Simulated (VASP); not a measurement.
Write the native input for VASP 6.6.1 that does the following.

```
Task                   : single point
Functional             : LDA
Potentials or basis    : VASP PAW LDA potentials, release 64 (Nb_sv)
Cutoff                 : 520 eV
k mesh                 : 14 × 14 × 14
Occupations            : gaussian, width 0.01 eV
Spin                   : no spin polarisation
Dipole correction      : no
Further INCAR settings : ALGO = Normal; EDIFF = 1e-06; NBANDS = 12
```

The structure of Nb lies in POSCAR:

```
Nb
1.0
   -1.6231103068      1.6231103068      1.6231103068
    1.6231103068     -1.6231103068      1.6231103068
    1.6231103068      1.6231103068     -1.6231103068
Nb
1
Direct
    0.0000000000      0.0000000000      0.0000000000
```

The input as run:

INCAR

```
SYSTEM = Nb
PREC = Accurate ; ENCUT = 520
EDIFF = 1E-6 ; ISMEAR = 0
SIGMA = 0.01 ; LREAL = .FALSE.
LASPH = .TRUE. ; NELM = 60
ALGO = Normal ; ISIF = 2
LWAVE = .FALSE. ; LCHARG = .FALSE.
GGA = CA ; NBANDS = 12
```

KPOINTS

```
regular mesh
0
G
  14 14 14
  0 0 0
```

Potentials or basis: VASP PAW LDA potentials, release 64 (Nb_sv).

Run with:

```sh
$ cat potpaw_LDA.64/Nb_sv/POTCAR > POTCAR
$ mpirun -np 1 vasp_std > vasp.out
```

Results of the run:

- Pressure: -0.1 GPa

Wall time 32 s on 1 thread of AMD EPYC 7R13, on a shared host, peak memory 0.11 GiB.
